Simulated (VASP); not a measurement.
# TaN (P6_3mc) in VASP: notebook

The runs below take TaN through single point, with PBE.

Everything below comes from runs of VASP 6.6.1. Logs are shortened: lines on timing, memory, paths and dates and some standing lists are left out, and cuts for length are marked.

**1. The cell of the first run**

Symmetry: P6_3mc, No. 186, hexagonal system. Conventional cell: a = 3.234 Å, b = 3.234 Å, c = 6.148 Å, α = 90.00°, β = 90.00°, γ = 120.00°. Within 2.7 Å of Ta (site symmetry 3m) lie 4 N at 2.01 to 2.15 Å. Within 2.7 Å of N (site symmetry 3m) lie 4 Ta at 2.01 to 2.15 Å.

**2. Single point, PBE (volume scaled by 1.06, then relaxed in part)**

File INCAR:

```
PREC = Accurate ; ENCUT = 520
EDIFF = 1E-6 ; ISMEAR = 0
SIGMA = 0.1 ; LREAL = F
LASPH = T ; NELM = 80
ALGO = Normal ; ISIF = 2
LWAVE = F ; LCHARG = F
GGA = PE ; NBANDS = 24
```

File KPOINTS:

```
Automatic mesh
0
Gamma
  18 18 8
```

File POSCAR:

```
TaN
1.0
    3.2336900230      0.0000000000      0.0000000000
   -1.6168450115      2.8004577079      0.0000000000
    0.0000000000      0.0000000000      6.1480495297
Ta N
2 2
Direct
    0.3333333333      0.6666666667      0.0294383097
    0.6666666667      0.3333333333      0.5294383097
    0.3333333333      0.6666666667      0.3555616903
    0.6666666667      0.3333333333      0.8555616903
```

Potentials or basis: VASP PAW PBE potentials, release 64 (Ta_pv, N).

On the command line:

```sh
$ cat potpaw_PBE.64/Ta_pv/POTCAR potpaw_PBE.64/N/POTCAR > POTCAR
$ mpirun -np 1 vasp_std > vasp.out
```

OUTCAR:

```text
PREC = Accurate
   ENCUT = 520
   EDIFF = 1E-6
   ISMEAR = 0
   LREAL = F
   LASPH = T
   NELM = 80
   ISIF = 2
   GGA = PE

 ion  position               nearest neighbor table
   1  0.333  0.667  0.029-   3 2.01   4 2.15   4 2.15   4 2.15   2 3.60   2 3.60   2 3.60   2 3.60
                             2 3.60   2 3.60
   2  0.667  0.333  0.529-   4 2.01   3 2.15   3 2.15   3 2.15   1 3.60   1 3.60   1 3.60   1 3.60
                             1 3.60   1 3.60
   3  0.333  0.667  0.356-   1 2.01   2 2.15   2 2.15   2 2.15
   4  0.667  0.333  0.856-   2 2.01   1 2.15   1 2.15   1 2.15

  LATTYP: Found a hexagonal cell.
 ALAT       =     3.2336900230
 C/A-ratio  =     1.9012488785

  Lattice vectors:

 A1 = (   3.2336900230,   0.0000000000,   0.0000000000)
 A2 = (  -1.6168450115,   2.8004577079,   0.0000000000)
 A3 = (   0.0000000000,   0.0000000000,   6.1480495297)

Analysis of symmetry for initial positions (statically):
=====================================================================
 Subroutine PRICEL returns:
 Original cell was already a primitive cell.

 Routine SETGRP: Setting up the symmetry group for a
 hexagonal supercell.

 Subroutine GETGRP returns: Found 12 space group operations
 (whereof  6 operations were pure point group operations)
 out of a pool of 24 trial point group operations.

The static configuration has the point symmetry C_3v.
 The point group associated with its full space group is C_6v.

Analysis of symmetry for dynamics (positions and initial velocities):
=====================================================================
 Subroutine PRICEL returns:
 Original cell was already a primitive cell.

 Routine SETGRP: Setting up the symmetry group for a
 hexagonal supercell.

 Subroutine GETGRP returns: Found 12 space group operations
 (whereof  6 operations were pure point group operations)
 out of a pool of 24 trial point group operations.

The dynamic configuration has the point symmetry C_3v.
 The point group associated with its full space group is C_6v.

 Subroutine INISYM returns: Found 12 space group operations
 (whereof  6 operations are pure point group operations),
 and found     1 'primitive' translations

----------------------------------------------------------------------------------------

                                     Primitive cell

  volume of cell :      55.6756

[... 90 lines left out ...]
   ENCUT  =  520.0 eV  38.22 Ry    6.18 a.u.   6.01  6.01 11.43*2*pi/ulx,y,z
   NELM   =     80;   NELMIN=  2; NELMDL= -5     # of ELM steps
   EDIFF  = 0.1E-05   stopping-criterion for ELM
   LREAL  =      F    real-space projection
   EDIFFG = 0.1E-04   stopping-criterion for IOM
   NSW    =      0    number of steps for IOM
   IBRION =     -1    ionic relax: 0-MD 1-quasi-New 2-CG
   NFREE  =      0    steps in history (QN), initial steepest desc. (CG)
   ISIF   =      2    stress and relaxation
   ISYM   =      2    0-nonsym 1-usesym 2-fastsym
   POTIM  = 0.5000    time-step for ionic-motion
   TEBEG  =    0.0;   TEEND  =   0.0 temperature during run
   PSTRESS=    0.0 pullay stress
   NELECT =      32.0000    total number of electrons
   NUPDOWN=      -1.0000    fix difference up-down
   EMIN   =  10.00;   EMAX   =-10.00  energy-range for DOS
   EFERMI =   0.00;   METHOD = LEGACY
   ISMEAR =     0;   SIGMA  =   0.10  broadening in eV -4-tet -1-fermi 0-gaus
   EFERMI_NEDOS =   21; number of points for ismear=-14 and -15
   IALGO  =     38    algorithm
   IMIX   =      4    mixing-type and parameters
     AMIX     =   0.40;   BMIX     =  1.00
     AMIX_MAG =   1.60;   BMIX_MAG =  1.00
  volume/ion in A,a.u.               =      13.92        93.93
  Fermi-wavevector in a.u.,A,eV,Ry     =   1.361141  2.572184 25.207593  1.852706
  Thomas-Fermi vector in A             =   2.487743
   LORBIT       =      0    0 simple, 1 ext, 2 COOP (PROOUT), +10 PAW based schemes
   GGA     = PE    functional components
   LHFCALC =     F    Hartree Fock is set to
   AEXX    =    0.0000 exact exchange contribution
   IVDW    =     0    specifies the selected vdW correction
   LEPSILON=     F    determine dielectric tensor
   LRPA    =     F    only Hartree local field effects (RPA)
 non-spin polarized calculation
 Gauss-broadening in eV      SIGMA  =   0.10
  energy-cutoff  :      520.00
  volume of cell :       55.68
 maximum number of plane-waves:      1526
   NGX = 13   NGY = 13   NGZ = 23

 number of electron      32.0000010 magnetization

 Free energy of the ion-electron system (eV)
  ---------------------------------------------------
  ext. energy  EPLUGINS =         0.00000000
  ---------------------------------------------------
  free energy    TOTEN  =       -43.26029273 eV

  energy without entropy =      -43.25615038  energy(sigma->0) =      -43.25822155

 E-fermi :   5.9331     XC(G=0): -11.8012

 val. band max:        5.9173670555   @ k =   0.3333   0.3333   0.0000
 cond. band min:       5.9432152759   @ k =   0.3889   0.2222   0.0000
 fundamental gap:      0.0258482203
 Fermi energy:         5.9331447024

 k-point     1 :       0.0000    0.0000    0.0000
  band No.  band energies     occupation
      1     -29.7507      2.00000
      2     -29.4823      2.00000
      3     -29.3030      2.00000
      4     -29.3030      2.00000
      5     -29.2792      2.00000
      6     -29.2792      2.00000
[... 637 lines left out ...]
     23      10.7020      0.00000
     24      11.4332      0.00000

 [... further k-points ...]

------------------------ aborting loop because EDIFF is reached ----------------------------------------

  FORCE on cell =-STRESS in cart. coord.  units (eV):
  Direction    XX          YY          ZZ          XY          YZ          ZX
  --------------------------------------------------------------------------------------
  -------------------------------------------------------------------------------------
  Total       -4.1988831     -4.1988831     -4.0850850      0.0000000      0.0000000      0.0000000
  in kB     -120.8313433   -120.8313433   -117.5565730      0.0000000      0.0000000      0.0000000
  external PRESSURE =    -119.7397532 kB  Pullay stress =       0.0000000 kB

 VOLUME and BASIS-vectors are now :
 -----------------------------------------------------------------------------
  energy-cutoff  :      520.00
  volume of cell :       55.68
      direct lattice vectors                 reciprocal lattice vectors
     3.233690023  0.000000000  0.000000000     0.309244236  0.178542243  0.000000000
    -1.616845011  2.800457708  0.000000000     0.000000000  0.357084486  0.000000000
     0.000000000  0.000000000  6.148049530     0.000000000  0.000000000  0.162653211

 POSITION                                       TOTAL-FORCE (eV/Angst)
 -----------------------------------------------------------------------------------
     -0.00000      1.86697      0.18099        -0.000000     -0.000000     -0.013480
      1.61685      0.93349      3.25501         0.000000      0.000000     -0.013480
     -0.00000      1.86697      2.18601         0.000000      0.000000      0.013480
      1.61685      0.93349      5.26004        -0.000000      0.000000      0.013480
 -----------------------------------------------------------------------------------
    total drift:                               -0.000000      0.000000      0.000089

  FREE ENERGIE OF THE ION-ELECTRON SYSTEM (eV)
  ---------------------------------------------------
  free  energy   TOTEN  =       -43.2602927257 eV

  energy  without entropy=      -43.2561503825  energy(sigma->0) =      -43.25822155
```

stdout:

```text
POSCAR found type information on POSCAR TaN
 POSCAR found :  2 types and       4 ions
 scaLAPACK will be used
 LDA part: xc-table for (Slater+PW92), standard interpolation
 POSCAR, INCAR and KPOINTS ok, starting setup
 FFT: planning ... GRIDC
 FFT: planning ... GRID_SOFT
 FFT: planning ... GRID
 WAVECAR not read
 entering main loop
```

Wall time 1.9 min (1 thread of Intel Xeon Platinum 8259CL at 2.50GHz (Skylake/Cascade Lake), shared host); peak memory 0.33 GiB.

Results:

```
Free energy            : -43.2603 eV
Pressure               : -12.0 GPa
Largest force          : 0.013 eV/Å
Band gap on the k mesh : zero (band 16 reaches 6.17 eV, above the bottom of band 17 at 5.70 eV)
```

Forces in eV/Å, atoms in the order of the input:
```
Ta   0.000  0.000 -0.013
Ta   0.000  0.000 -0.013
N    0.000  0.000  0.013
N    0.000  0.000  0.013
```

Caveat: spin-orbit coupling is left out, which moves the levels of the heavy elements.

[end of part 1 of 2]
